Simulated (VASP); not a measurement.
# Ti4O in VASP: a series of runs

Runs on Ti4O. Level: PBEsol. Tasks: single point.

All numbers are computed with VASP 6.6.1; they aren't measurements. Logs are shortened: lines on timing, memory, paths and dates and some standing lists are left out, and cuts for length are marked.

## Step 1: The cell of the first run

The cell holds a slab with vacuum, 5 atoms: a = 2.900 Å, b = 2.900 Å, c = 22.312 Å, α = 90.00°, β = 90.00°, γ = 120.00°.

## Step 2: Single point, PBEsol

Input file INCAR:

```
  PREC = Accurate
  ENCUT = 520
  EDIFF = 1E-6
  ISMEAR = 0
  SIGMA = 0.1
  LREAL = False
  LASPH = True
  NELM = 80
  ALGO = Normal
  ISIF = 2
  LWAVE = False
  LCHARG = False
  LDIPOL = True
  IDIPOL = 3
  DIPOL = 0.5 0.5 0.374
  GGA = PS
  NBANDS = 35
```

Input file KPOINTS:

```
Automatic mesh
0
Gamma
  9 9 1
```

Input file POSCAR:

```
Ti4O
1.0
    2.8999670177      0.0000000000      0.0000000000
   -1.4499835088      2.5114451074      0.0000000000
    0.0000000000      0.0000000000     22.3116752696
Ti O
4 1
Direct
    0.6666666667      0.3333333333      0.1792783353
    0.3333333333      0.6666666666      0.2821522919
    0.6666666667      0.3333333333      0.3887032030
    0.3333333333      0.6666666666      0.4845747860
    0.3333333333      1.1666666666      0.5328531280
```

Potentials or basis: VASP PAW PBE potentials, release 64 (Ti_sv, O).

Started as:

```bash
> cat potpaw_PBE.64/Ti_sv/POTCAR potpaw_PBE.64/O/POTCAR > POTCAR
> mpirun -np 1 vasp_std > vasp.out
```

OUTCAR:

```text
PREC = Accurate
   ENCUT = 520
   EDIFF = 1E-6
   ISMEAR = 0
   LREAL = False
   LASPH = True
   NELM = 80
   ISIF = 2
   GGA = PS

 ion  position               nearest neighbor table
   1  0.667  0.333  0.179-   2 2.84   2 2.84   2 2.84
   2  0.333  0.667  0.282-   1 2.84   1 2.84   1 2.84   3 2.91   3 2.91   3 2.91
   3  0.667  0.333  0.389-   4 2.72   4 2.72   4 2.72   2 2.91   2 2.91   2 2.91
   4  0.333  0.667  0.485-   5 1.81   5 1.81   3 2.72   3 2.72   3 2.72
   5  0.333  0.167  0.533-   4 1.81   4 1.81

  LATTYP: Found a hexagonal cell.
 ALAT       =     2.8999670177
 C/A-ratio  =     7.6937686303

  Lattice vectors:

 A1 = (   2.8999670177,   0.0000000000,   0.0000000000)
 A2 = (  -1.4499835088,   2.5114451074,   0.0000000000)
 A3 = (   0.0000000000,   0.0000000000,  22.3116752696)

Analysis of symmetry for initial positions (statically):
=====================================================================
 Subroutine PRICEL returns:
 Original cell was already a primitive cell.

 Routine SETGRP: Setting up the symmetry group for a
 hexagonal supercell.

 Subroutine GETGRP returns: Found  2 space group operations
 (whereof  2 operations were pure point group operations)
 out of a pool of 24 trial point group operations.

The static configuration has the point symmetry C_1h.

Analysis of symmetry for dynamics (positions and initial velocities):
=====================================================================
 Subroutine PRICEL returns:
 Original cell was already a primitive cell.

 Routine SETGRP: Setting up the symmetry group for a
 hexagonal supercell.

 Subroutine GETGRP returns: Found  2 space group operations
 (whereof  2 operations were pure point group operations)
 out of a pool of 24 trial point group operations.

The dynamic configuration has the point symmetry C_1h.

 Subroutine INISYM returns: Found  2 space group operations
 (whereof  2 operations are pure point group operations),
 and found     1 'primitive' translations

----------------------------------------------------------------------------------------

                                     Primitive cell

  volume of cell :     162.4983

  direct lattice vectors                    reciprocal lattice vectors
     2.899967018  0.000000000  0.000000000     0.344831508  0.199088564  0.000000000
    -1.449983509  2.511445107  0.000000000     0.000000000  0.398177128  0.000000000
     0.000000000  0.000000000 22.311675270     0.000000000  0.000000000  0.044819584

  length of vectors
     2.899967018  2.899967018 22.311675270     0.398177128  0.398177128  0.044819584

  position of ions in fractional coordinates (direct lattice)
     0.666666667  0.333333333  0.179278335
     0.333333333  0.666666667  0.282152292
     0.666666667  0.333333333  0.388703203
     0.333333333  0.666666667  0.484574786
     0.333333333  0.166666667  0.532853128

  ion indices of the primitive-cell ions
   primitive index   ion index
                 1           1
                 2           2
                 3           3
                 4           4
                 5           5

----------------------------------------------------------------------------------------

 KPOINTS: Automatic mesh

Automatic generation of k-mesh.
 Grid dimensions read from file:
 generate k-points for:    9    9    1

 Generating k-lattice:

  Cartesian coordinates                     Fractional coordinates (reciprocal lattice)
     0.038314612  0.022120952  0.000000000     0.111111111  0.000000000  0.000000000
     0.000000000  0.044241903  0.000000000     0.000000000  0.111111111  0.000000000
     0.000000000  0.000000000  0.044819584     0.000000000  0.000000000  1.000000000

  Length of vectors
     0.044241903  0.044241903  0.044819584

  Shift w.r.t. Gamma in fractional coordinates (k-lattice)
     0.000000000  0.000000000  0.000000000

 Subroutine IBZKPT returns following result:
 ===========================================

 Found     25 irreducible k-points:

 Following reciprocal coordinates:
            Coordinates               Weight
  0.000000  0.000000  0.000000      1.000000
  0.111111  0.000000  0.000000      2.000000
  0.000000  0.111111  0.000000      4.000000
  0.222222  0.000000  0.000000      2.000000
  0.000000  0.222222  0.000000      4.000000
  0.333333 -0.000000  0.000000      2.000000
[... 16 lines left out ...]
 -0.222222 -0.444444  0.000000      4.000000
  0.444444  0.333333  0.000000      4.000000
   k-points           NKPTS =     25   k-points in BZ     NKDIM =     25   number of bands    NBANDS=     35
   number of dos      NEDOS =    301   number of ions     NIONS =      5
   total plane-waves  NPLWV =  96768
   dimension x,y,z NGX =    24 NGY =   24 NGZ =  168
   dimension x,y,z NGXF=    48 NGYF=   48 NGZF=  336
   ions per type =               4   1
   NGX,Y,Z   is equivalent  to a cutoff of  13.76, 13.76, 12.52 a.u.
   NGXF,Y,Z  is equivalent  to a cutoff of  27.52, 27.52, 25.04 a.u.
 SYSTEM =  unknown system
   PREC   = accura    normal or accurate (medium, high low for compatibility)
   ISTART =      0    job   : 0-new  1-cont  2-samecut
   ICHARG =      2    charge: 1-file 2-atom 10-const
   ISPIN  =      1    spin polarized calculation?
   LNONCOLLINEAR =      F non collinear calculations
   LSORBIT =      F    spin-orbit coupling
   LASPH  =      T    aspherical Exc in radial PAW
   ENCUT  =  520.0 eV  38.22 Ry    6.18 a.u.   5.39  5.39 41.48*2*pi/ulx,y,z
   NELM   =     80;   NELMIN=  2; NELMDL= -5     # of ELM steps
   EDIFF  = 0.1E-05   stopping-criterion for ELM
   LREAL  =      F    real-space projection
   EDIFFG = 0.1E-04   stopping-criterion for IOM
   NSW    =      0    number of steps for IOM
   IBRION =     -1    ionic relax: 0-MD 1-quasi-New 2-CG
   NFREE  =      0    steps in history (QN), initial steepest desc. (CG)
   ISIF   =      2    stress and relaxation
   ISYM   =      2    0-nonsym 1-usesym 2-fastsym
   POTIM  = 0.5000    time-step for ionic-motion
   TEBEG  =    0.0;   TEEND  =   0.0 temperature during run
   PSTRESS=    0.0 pullay stress
   NELECT =      54.0000    total number of electrons
   NUPDOWN=      -1.0000    fix difference up-down
   EMIN   =  10.00;   EMAX   =-10.00  energy-range for DOS
   EFERMI =   0.00;   METHOD = LEGACY
   ISMEAR =     0;   SIGMA  =   0.10  broadening in eV -4-tet -1-fermi 0-gaus
   EFERMI_NEDOS =   21; number of points for ismear=-14 and -15
   IALGO  =     38    algorithm
   IMIX   =      4    mixing-type and parameters
     AMIX     =   0.40;   BMIX     =  1.00
     AMIX_MAG =   1.60;   BMIX_MAG =  1.00
  volume/ion in A,a.u.               =      32.50       219.32
  Fermi-wavevector in a.u.,A,eV,Ry     =   1.133939  2.142834 17.494618  1.285818
  Thomas-Fermi vector in A             =   2.270643
   LORBIT       =      0    0 simple, 1 ext, 2 COOP (PROOUT), +10 PAW based schemes
   GGA     = PS    functional components
   LHFCALC =     F    Hartree Fock is set to
   AEXX    =    0.0000 exact exchange contribution
   IVDW    =     0    specifies the selected vdW correction
   LEPSILON=     F    determine dielectric tensor
   LRPA    =     F    only Hartree local field effects (RPA)
 non-spin polarized calculation
 Gauss-broadening in eV      SIGMA  =   0.10
  energy-cutoff  :      520.00
  volume of cell :      162.50
 maximum number of plane-waves:      4439
 NGX is ok and might be reduce to    24
   NGX = 11   NGY = 11   NGZ = 83

 dipolmoment           0.000000      0.000000     -0.042754 electrons x Angstroem

 number of electron      53.9999987 magnetization

 dipolmoment           0.000000      0.000000      0.073869 electrons x Angstroem

 Free energy of the ion-electron system (eV)
  ---------------------------------------------------
  ext. energy  EPLUGINS =         0.00000000
  ---------------------------------------------------
  free energy    TOTEN  =       -41.09881563 eV

  energy without entropy =      -41.05267776  energy(sigma->0) =      -41.07574670

 E-fermi :   0.7514     XC(G=0):  -6.0373

 val. band max:        0.7329006145   @ k =  -0.2222  -0.4444   0.0000
 cond. band min:       0.7527845981   @ k =   0.3333  -0.0000   0.0000
 fundamental gap:      0.0198839836
 Fermi energy:         0.7514414131

 k-point     1 :       0.0000    0.0000    0.0000
  band No.  band energies     occupation
      1     -56.1134      2.00000
      2     -55.9503      2.00000
      3     -55.7329      2.00000
      4     -55.5559      2.00000
      5     -32.6440      2.00000
      6     -32.4795      2.00000
[... 27 lines left out ...]
     34       1.8476      0.00000
     35       1.9405      0.00000

 k-point     2 :       0.1111    0.0000    0.0000
  band No.  band energies     occupation
      1     -56.1022      2.00000
      2     -55.9397      2.00000
      3     -55.7233      2.00000
      4     -55.5473      2.00000
      5     -32.6237      2.00000
      6     -32.4652      2.00000
[... 27 lines left out ...]
     34       1.8673      0.00000
     35       2.1615      0.00000

 k-point     3 :       0.0000    0.1111    0.0000
  band No.  band energies     occupation
      1     -56.1006      2.00000
      2     -55.9397      2.00000
      3     -55.7233      2.00000
      4     -55.5473      2.00000
      5     -32.6202      2.00000
      6     -32.4694      2.00000
[... 27 lines left out ...]
     34       1.8501      0.00000
     35       2.0665      0.00000
[... 723 lines left out ...]
 k-point    23 :      -0.2222   -0.4444    0.0000
  band No.  band energies     occupation
      1     -55.9963      2.00000
      2     -55.8530      2.00000
      3     -55.6443      2.00000
      4     -55.4773      2.00000
      5     -33.0569      2.00000
      6     -32.5077      2.00000
[... 27 lines left out ...]
     34       3.0784      0.00000
     35       3.2909      0.00000

 k-point    24 :       0.4444    0.3333    0.0000
  band No.  band energies     occupation
      1     -55.9994      2.00000
      2     -55.8530      2.00000
      3     -55.6443      2.00000
      4     -55.4773      2.00000
      5     -32.9615      2.00000
      6     -32.5578      2.00000
[... 27 lines left out ...]
     34       3.0896      0.00000
     35       3.3132      0.00000

 [... further k-points ...]

------------------------ aborting loop because EDIFF is reached ----------------------------------------

 vacuum level on the upper side and lower side of the slab       (xc-potential included)         0.723        -1.066

  FORCE on cell =-STRESS in cart. coord.  units (eV):
  Direction    XX          YY          ZZ          XY          YZ          ZX
  --------------------------------------------------------------------------------------
  -------------------------------------------------------------------------------------
  Total        1.2666566      2.4872102      1.5645612     -1.0570304     -0.0581557     -0.1007288
  in kB       12.4887955     24.5230309     15.4260312    -10.4219535     -0.5733952     -0.9931508
  external PRESSURE =      17.4792859 kB  Pullay stress =       0.0000000 kB

 VOLUME and BASIS-vectors are now :
 -----------------------------------------------------------------------------
  energy-cutoff  :      520.00
  volume of cell :      162.50
      direct lattice vectors                 reciprocal lattice vectors
     2.899967018  0.000000000  0.000000000     0.344831508  0.199088564  0.000000000
    -1.449983509  2.511445107  0.000000000     0.000000000  0.398177128  0.000000000
     0.000000000  0.000000000 22.311675270     0.000000000  0.000000000  0.044819584

 POSITION                                       TOTAL-FORCE (eV/Angst)
 -----------------------------------------------------------------------------------
      1.44998      0.83715      4.00000        -0.004328     -0.002499      0.633926
      0.00000      1.67430      6.29529        -0.009334     -0.005389     -0.608382
      1.44998      0.83715      8.67262        -0.046262     -0.026710     -1.441062
      0.00000      1.67430     10.81168         0.311949      0.180104      1.318976
      0.72499      0.41857     11.88885        -0.252025     -0.145507      0.096541
 -----------------------------------------------------------------------------------
    total drift:                               -0.000038     -0.000021      0.000564

  FREE ENERGIE OF THE ION-ELECTRON SYSTEM (eV)
  ---------------------------------------------------
  free  energy   TOTEN  =       -41.0988156324 eV

  energy  without entropy=      -41.0526777630  energy(sigma->0) =      -41.07574670

 vacuum level on the upper side and lower side of the slab         6.948         5.093
```

It took 7.3 min on 1 thread of AMD EPYC 7R43 (Zen 3), shared host; peak memory 0.31 GiB.

Results:

```
Free energy            : -41.0988 eV
Largest force          : 1.442 eV/Å
Band gap on the k mesh : zero (band 27 reaches 1.10 eV, above the bottom of band 28 at 0.44 eV)
```

Forces in eV/Å, atoms in the order of the input:
```
Ti  -0.004 -0.002  0.634
Ti  -0.009 -0.005 -0.608
Ti  -0.046 -0.027 -1.441
Ti   0.312  0.180  1.319
O   -0.252 -0.146  0.097
```

Caveat: the PAW data sets were made with another functional, which shifts forces and pressure a little.

(Continued in part 2 of 2.)
